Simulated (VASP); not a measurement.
# MnO2 (R-3m) in VASP: further runs, part 4 of 4

VASP 6.6.1. The steps go on from the part before.

### Step 5. Single point, PBE, collinear spin, ferromagnetic start

INCAR

```
SYSTEM = MnO2
PREC = Accurate
ENCUT = 520
EDIFF = 1E-6
ISMEAR = 0
SIGMA = 0.1
LREAL = .False.
LASPH = .True.
NELM = 150
ALGO = Normal
ISIF = 2
LWAVE = .False.
LCHARG = .False.
ISPIN = 2
MAGMOM = 4 0 0
LORBIT = 11
LMAXMIX = 4
GGA = PE
ISYM = 0
NBANDS = 24
```

KPOINTS

```
regular mesh
0
Gamma
  2 6 7
  0 0 0
```

POSCAR

```
MnO2
1.0
    1.4284348394      0.8247072390      4.5839315268
   -1.4284348394      0.8247072390      4.5839315268
    0.0000000000     -1.6494144781      4.5839315268
Mn O
1 2
Direct
    0.0000000000      0.0000000000      0.0000000000
    0.2643644900      0.2643644900      0.2643644900
    0.7356355100      0.7356355100      0.7356355100
```

Potentials or basis: VASP PAW PBE potentials, release 64 (Mn_pv, O).

Started as:

```
cat potpaw_PBE.64/Mn_pv/POTCAR potpaw_PBE.64/O/POTCAR > POTCAR
mpirun -np 1 vasp_std > vasp.out
```

OUTCAR:

```text
SYSTEM = MnO2
   PREC = Accurate
   ENCUT = 520
   EDIFF = 1E-6
   ISMEAR = 0
   LREAL = .False.
   LASPH = .True.
   NELM = 150
   ISIF = 2
   ISPIN = 2
   LORBIT = 11
   GGA = PE
   ISYM = 0

 ion  position               nearest neighbor table
   1  0.000  0.000  0.000-   3 1.90   2 1.90   3 1.90   3 1.90   2 1.90   2 1.90
   2  0.264  0.264  0.264-   1 1.90   1 1.90   1 1.90
   3  0.736  0.736  0.736-   1 1.90   1 1.90   1 1.90

IMPORTANT INFORMATION: All symmetrisations will be switched off!
NOSYMM: (Re-)initialisation of all symmetry stuff for point group C_1.

----------------------------------------------------------------------------------------

                                     Primitive cell

  volume of cell :      32.4003

  direct lattice vectors                    reciprocal lattice vectors
     1.428434839  0.824707239  4.583931527     0.350033468  0.202091917  0.072717782
    -1.428434839  0.824707239  4.583931527    -0.350033468  0.202091917  0.072717782
     0.000000000 -1.649414478  4.583931527     0.000000000 -0.404183833  0.072717782

  length of vectors
[... 1460 lines left out ...]
     23      25.2759      0.00000
     24      26.2653      0.00000

 [... further k-points ...]
[... 5 lines left out ...]
  --------------------------------------------------------------------------------------
  -------------------------------------------------------------------------------------
  Total        1.3003790      1.2943309      0.9982083     -0.0008416      0.0002657     -0.0003382
  in kB       64.3029541     64.0038803     49.3607969     -0.0416168      0.0131380     -0.0167241
  external PRESSURE =      59.2225438 kB  Pullay stress =       0.0000000 kB

 VOLUME and BASIS-vectors are now :
 -----------------------------------------------------------------------------
  energy-cutoff  :      520.00
  volume of cell :       32.40
      direct lattice vectors                 reciprocal lattice vectors
     1.428434839  0.824707239  4.583931527     0.350033468  0.202091917  0.072717782
    -1.428434839  0.824707239  4.583931527    -0.350033468  0.202091917  0.072717782
     0.000000000 -1.649414478  4.583931527     0.000000000 -0.404183833  0.072717782

 POSITION                                       TOTAL-FORCE (eV/Angst)
 -----------------------------------------------------------------------------------
      0.00000      0.00000      0.00000        -0.000000     -0.000000      0.000000
      0.00000     -0.00000      3.63549         0.001840      0.000925     -0.307654
      0.00000     -0.00000     10.11631        -0.001840     -0.000925      0.307653
 -----------------------------------------------------------------------------------
    total drift:                               -0.000000     -0.000000     -0.000003

  FREE ENERGIE OF THE ION-ELECTRON SYSTEM (eV)
  ---------------------------------------------------
  free  energy   TOTEN  =       -23.8060811275 eV

  energy  without entropy=      -23.8060811274  energy(sigma->0) =      -23.80608113

 total charge

# of ion       s       p       d       tot
------------------------------------------
    1        0.356   6.468   4.924  11.748
    2        1.583   3.418   0.000   5.001
    3        1.583   3.418   0.000   5.001
--------------------------------------------------
tot          3.521  13.304   4.924  21.749

 magnetization (x)

# of ion       s       p       d       tot
------------------------------------------
    1        0.031   0.039   2.765   2.835
    2        0.004   0.040   0.000   0.044
    3        0.004   0.040   0.000   0.044
--------------------------------------------------
tot          0.038   0.120   2.765   2.923
```

OSZICAR:

```text
N       E                     dE             d eps       ncg     rms          rms(c)
DAV:   1     0.242484083082E+03    0.24248E+03   -0.13692E+04  4248   0.118E+03
DAV:   2    -0.171625893154E+02   -0.25965E+03   -0.24381E+03  4696   0.361E+02
DAV:   3    -0.311625211911E+02   -0.14000E+02   -0.13930E+02  4856   0.902E+01
DAV:   4    -0.312886167747E+02   -0.12610E+00   -0.12609E+00  4688   0.900E+00
DAV:   5    -0.312901039128E+02   -0.14871E-02   -0.14871E-02  4960   0.932E-01    0.313E+01
DAV:   6    -0.300206212192E+02    0.12695E+01   -0.90692E+01  5328   0.749E+01    0.401E+01
DAV:   7    -0.249213974593E+02    0.50992E+01   -0.10241E+02  4936   0.761E+01    0.149E+01
DAV:   8    -0.239758590918E+02    0.94554E+00   -0.28895E+00  4624   0.154E+01    0.600E+00
DAV:   9    -0.237978240626E+02    0.17804E+00   -0.94192E-01  5872   0.896E+00    0.234E+00
DAV:  10    -0.238081887774E+02   -0.10365E-01   -0.91706E-02  4576   0.200E+00    0.123E+00
DAV:  11    -0.238058171851E+02    0.23716E-02   -0.89198E-03  4552   0.709E-01    0.417E-01
DAV:  12    -0.238061716454E+02   -0.35446E-03   -0.73744E-04  4352   0.255E-01    0.157E-01
DAV:  13    -0.238060644109E+02    0.10723E-03   -0.63662E-04  5048   0.271E-01    0.439E-02
DAV:  14    -0.238060775530E+02   -0.13142E-04   -0.11154E-04  4768   0.970E-02    0.286E-02
DAV:  15    -0.238060804546E+02   -0.29016E-05   -0.83709E-06  4240   0.268E-02    0.157E-02
DAV:  16    -0.238060811275E+02   -0.67286E-06   -0.37811E-06  3592   0.219E-02
   1 F= -.23806081E+02 E0= -.23806081E+02  d E =-.370366E-10  mag=     3.0000
```

stdout:

```text
POSCAR found type information on POSCAR MnO
 POSCAR found :  2 types and       3 ions
 scaLAPACK will be used
 LDA part: xc-table for (Slater+PW92), standard interpolation
 -----------------------------------------------------------------------------
|                                                                             |
|           W    W    AA    RRRRR   N    N  II  N    N   GGGG   !!!           |
|           W    W   A  A   R    R  NN   N  II  NN   N  G    G  !!!           |
|           W    W  A    A  R    R  N N  N  II  N N  N  G       !!!           |
|           W WW W  AAAAAA  RRRRR   N  N N  II  N  N N  G  GGG   !            |
|           WW  WW  A    A  R   R   N   NN  II  N   NN  G    G                |
|           W    W  A    A  R    R  N    N  II  N    N   GGGG   !!!           |
|                                                                             |
|     Your reciprocal lattice and k-lattice belong to different lattice       |
|     classes:                                                                |
|                                                                             |
|        The reciprocal lattice is rhombohedral (trigonal),                   |
|        whereas your k-lattice is triclinic.                                 |
|                                                                             |
|     Results are often still useful ...                                      |
|                                                                             |
 -----------------------------------------------------------------------------

 POSCAR, INCAR and KPOINTS ok, starting setup
 FFT: planning ... GRIDC
 FFT: planning ... GRID_SOFT
 FFT: planning ... GRID
 WAVECAR not read
 entering main loop
```

Run time: 1.7 min. Hardware: 1 thread of Intel Xeon Platinum 8259CL at 2.50GHz (Skylake/Cascade Lake), shared host; peak memory 0.26 GiB.

What came out:

| Item | Value |
| --- | --- |
| Free energy | -23.8061 eV |
| Pressure | 5.9 GPa |
| Largest force | 0.308 eV/Å |
| Band gap on the k mesh | 0.85 eV, indirect (least direct gap 0.96 eV) |
| Net moment | 3.00 μB per cell |
| Site moments | Mn +2.83; O +0.04 μB |
| Valence electrons inside the program's atomic spheres | Mn 11.75; O 5.00 |

Forces on the atoms (eV/Å):
```
Mn   0.000  0.000  0.000
O    0.002  0.001 -0.308
O   -0.002 -0.001  0.308
```

Levels at points of the mesh, in eV from the valence-band top:
Spin up:
| k point | band 11 | band 12 | band 13 | band 14 | band 15 | band 16 | band 17 | band 18 |
| --- | --- | --- | --- | --- | --- | --- | --- | --- |
| (0.00, 0.00, 0.00) | -1.36 | -1.36 | -1.11 | -0.31 | 2.94 | 2.94 | 7.23 | 10.43 |
| (0.50, 0.00, 0.00) | -2.22 | -1.84 | -1.74 | -0.94 | 2.09 | 2.75 | 12.14 | 13.47 |
| (0.00, 0.50, 0.00) | -2.22 | -1.84 | -1.74 | -0.94 | 2.09 | 2.75 | 12.14 | 13.47 |
| (0.50, 0.50, 0.00) | -1.92 | -1.84 | -1.79 | -1.08 | 2.32 | 2.84 | 11.19 | 12.46 |
Spin down:
| k point | band 7 | band 8 | band 9 | band 10 | band 11 | band 12 | band 13 | band 14 | band 15 | band 16 |
| --- | --- | --- | --- | --- | --- | --- | --- | --- | --- | --- |
| (0.00, 0.00, 0.00) | -5.02 | -5.02 | -1.30 | -1.30 | -0.93 | 0.85 | 0.85 | 2.50 | 4.22 | 4.22 |
| (0.50, 0.00, 0.00) | -4.31 | -4.26 | -3.34 | -2.68 | -2.02 | 1.25 | 1.61 | 1.92 | 3.61 | 4.09 |
| (0.00, 0.50, 0.00) | -4.31 | -4.26 | -3.34 | -2.68 | -2.02 | 1.25 | 1.61 | 1.92 | 3.61 | 4.09 |
| (0.50, 0.50, 0.00) | -4.59 | -4.19 | -2.79 | -2.75 | -1.74 | 1.05 | 1.61 | 1.92 | 3.74 | 4.16 |

Caveat: the k points lie up to 1.29 Å⁻¹ apart; a cell with one magnetic atom can't hold antiferromagnetic order, which such compounds often take.

### Step 6. Single point, revPBE, collinear spin, ferromagnetic start

INCAR

```
PREC = Accurate ; ENCUT = 520
EDIFF = 1E-7 ; ISMEAR = 1
SIGMA = 0.1 ; LREAL = F
LASPH = T ; NELM = 150
ALGO = Normal ; ISIF = 2
LWAVE = F ; LCHARG = F
ISPIN = 2 ; MAGMOM = 4 0 0
LORBIT = 11 ; LMAXMIX = 4
GGA = RE ; NBANDS = 24
ISYM = 0
```

KPOINTS

```
regular mesh
0
Gamma
  5 5 5
```

POSCAR is that of step 5.

Potentials or basis: VASP PAW PBE potentials, release 64 (Mn_pv, O).

Started as:

```
cat potpaw_PBE.64/Mn_pv/POTCAR potpaw_PBE.64/O/POTCAR > POTCAR
mpirun -np 1 vasp_std > vasp.out
```

Run time: 3.2 min. Hardware: 1 thread of Intel Xeon Platinum 8259CL at 2.50GHz (Skylake/Cascade Lake), shared host; peak memory 0.28 GiB.

Results (log left out):

```
Free energy                                           : -22.7762 eV
Pressure                                              : 9.9 GPa
Largest force                                         : 0.464 eV/Å
Band gap on the k mesh                                : 1.01 eV, indirect (the least direct gap lies 1.9 meV higher)
Net moment                                            : 3.00 μB per cell
Site moments                                          : Mn +2.85; O +0.04 μB
Valence electrons inside the program's atomic spheres : Mn 11.74; O 5.01
```

Forces on the atoms (eV/Å):
```
Mn   0.000  0.000  0.000
O    0.000  0.000 -0.464
O    0.000  0.000  0.464
```

Stress tensor (GPa, compression positive):
```
10.69  0.00  0.00
 0.00 10.69  0.00
 0.00  0.00  8.33
```

Levels at points of the mesh, in eV from the valence-band top:
Spin up:
| k point | band 11 | band 12 | band 13 | band 14 | band 15 | band 16 | band 17 | band 18 |
| --- | --- | --- | --- | --- | --- | --- | --- | --- |
| (0.00, 0.00, 0.00) | -1.25 | -1.25 | -0.99 | -0.24 | 3.04 | 3.04 | 7.51 | 10.64 |
Spin down:
```tsv
k point	band 9	band 10	band 11	band 12	band 13	band 14
(0.00, 0.00, 0.00)	-1.20	-1.20	-0.83	1.01	1.01	2.65
```

Caveat: the k points lie up to 0.52 Å⁻¹ apart; the PAW data sets were made with another functional, which shifts forces and pressure a little; a cell with one magnetic atom can't hold antiferromagnetic order, which such compounds often take. revPBE gaps usually lie below the measured ones, often by a third to a half.

### Step 7. Summary

```csv
level,k mesh,smearing,gap on the mesh (eV),pressure (GPa),moment (μB),largest force (eV/Å)
PBE,6 × 6 × 6,gaussian 0.1 eV,0.86,6.0,3.00,0.31
PBEsol,6 × 6 × 6,gaussian 0.1 eV,0.75,-1.1,3.00,0.08
PBE,6 × 6 × 6,methfessel-paxton 0.272114 eV,0.86,6.0,3.00,0.31
PBE,2 × 6 × 7,gaussian 0.1 eV,0.85,5.9,3.00,0.31
revPBE,5 × 5 × 5,methfessel-paxton 0.1 eV,1.01,9.9,3.00,0.46
```

Alike in all rows: task single point; potentials or basis VASP PAW PBE potentials, release 64 (Mn_pv, O); spin collinear, ferromagnetic start; cell as given; cutoff (eV) 520.

Caveats: all runs use coarse meshes; a cell with one magnetic atom can't hold antiferromagnetic order, which such compounds often take; the PAW data sets were made with another functional, which shifts forces and pressure a little (some runs).

Absolute energies hang on the potentials; compare differences alone.
